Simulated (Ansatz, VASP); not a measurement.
# MgB in VASP and in Ansatz

```xyz
4
Lattice="4.1820 0.0000 0.0000 -2.0910 3.6217 0.0000 0.0000 0.0000 4.6319" Properties=species:S:1:pos:R:3 pbc="T T T"
Mg    0.0000    2.4145   -0.2730
Mg    2.0910    1.2072    2.0430
B     0.0000    2.4145    2.0428
B     2.0910    1.2072    4.3588
```

Alike in both runs: functional PBE; k mesh 6 × 6 × 4; occupations gaussian, width 0.1 eV; no spin polarisation.

Ansatz relaxed the structure, and its values are those at the end. VASP's run is a single point on that final structure, the one shown.

```csv
,VASP,Ansatz
version,VASP 6.6.1,Ansatz 0.2.0
potentials or method,"VASP PAW PBE potentials, release 64 (Mg, B), cutoff 520 eV","scalar-relativistic, plane waves, PAW"
valence electrons in the cell,10,26
```

|  | VASP | Ansatz | Ansatz less VASP |
| --- | --- | --- | --- |
| gap on the k mesh at the Fermi level (eV) | none | none | - |
| pressure (GPa) | 0.1 | 0.2 | +0.09 |

A gap of «none» marks a metal or a gap that the smearing closes. VASP's potentials hold 10 valence electrons a cell and Ansatz's 26, so a difference there can come from the potentials and not from the codes.
